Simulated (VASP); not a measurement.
A run of VASP 6.6.1:

File POSCAR:

```
RbCl
1.0
    0.0000000000      2.4675371953      2.4675371953
    2.4675371953      0.0000000000      2.4675371953
    2.4675371953      2.4675371953      0.0000000000
Rb Cl
1 1
Direct
    0.0000000000      0.0000000000      0.0000000000
    0.5000000000      0.5000000000      0.5000000000
```

INCAR.step1

```
PREC = Accurate
ENCUT = 400
EDIFF = 1E-6
ISMEAR = -1
SIGMA = 0.1
LREAL = False
LASPH = True
NELM = 120
ALGO = Normal
ISIF = 2
LWAVE = False
LCHARG = True
GGA = PE
NBANDS = 15
GGA_COMPAT = False
NEDOS = 2001
LORBIT = 11
```

Contents of KPOINTS.step1:

```
regular mesh
0
Gamma
  13 13 13
```

File INCAR.step2:

```
PREC = Accurate
ENCUT = 400
EDIFF = 1E-6
ISMEAR = -5
SIGMA = 0.1
LREAL = False
LASPH = True
NELM = 120
ALGO = Normal
ISIF = 2
LWAVE = False
LCHARG = False
GGA = PE
LORBIT = 11
NBANDS = 15
NEDOS = 1001
ICHARG = 11
GGA_COMPAT = False
```

File KPOINTS.step2:

```
regular mesh
0
Gamma
  20 20 20
```

Potentials or basis: VASP PAW PBE potentials, release 64 (Rb_sv, Cl).

Run with:

```sh
$ cat potpaw_PBE.64/Rb_sv/POTCAR potpaw_PBE.64/Cl/POTCAR > POTCAR
$ cp INCAR.step1 INCAR
$ cp KPOINTS.step1 KPOINTS
$ mpirun -np 1 vasp_std > vasp.out
$ cp INCAR.step2 INCAR
$ cp KPOINTS.step2 KPOINTS
$ mpirun -np 1 vasp_std > vasp.out
```

Hardware: 1 thread of Intel(R) Xeon(R) Platinum 8488C (Sapphire Rapids), with other jobs on the host.

Question: How long does it take, and how much memory?

Answer: Run time: 35 s on 1 thread of Intel(R) Xeon(R) Platinum 8488C (Sapphire Rapids), with other jobs on the host, peak memory 0.19 GiB. Counts: k points 256.
